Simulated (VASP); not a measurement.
Here is a VASP 6.6.1 calculation.

INCAR

```
ALGO = Normal ; EDIFF = 1E-6
EDIFFG = -0.008 ; ENCUT = 520
GGA = PE ; IBRION = 2
ISIF = 2 ; ISMEAR = 0
LASPH = True ; LCHARG = False
LREAL = False ; LWAVE = False
NELM = 100 ; NSW = 60
PREC = Accurate ; SIGMA = 0.02
```

File KPOINTS:

```
k-points
0
Gamma
  12 12 6
```

File POSCAR:

```
SiC
1.0
    3.0919365174      0.0000000000      0.0000000000
   -1.5459682587      2.6776955709      0.0000000000
    0.6089150748      0.0000000000      5.0742922898
Si C
2 2
Direct
    0.3292929481      0.6660541742      0.4999424940
    0.6632387739      0.3339458258      0.9999424940
    0.3383107099      0.6691531419      0.8750575060
    0.6691575681      0.3308468581      0.3750575060
```

Potentials or basis: VASP PAW PBE potentials, release 64 (Si, C).

Run with:

```console
$ cat potpaw_PBE.64/Si/POTCAR potpaw_PBE.64/C/POTCAR > POTCAR
$ mpirun -np 1 vasp_std > vasp.out
```

(1) What does it give for the energy gained by relaxing?

(2) Predict the band gap on the k mesh.

## Answers

(1) 0.9 meV/atom.

(2) 1.97 eV (least direct gap 4.00 eV).

Caveat: the cell differs from its parent crystal (shear of c along a, cell held: +12.0 %).
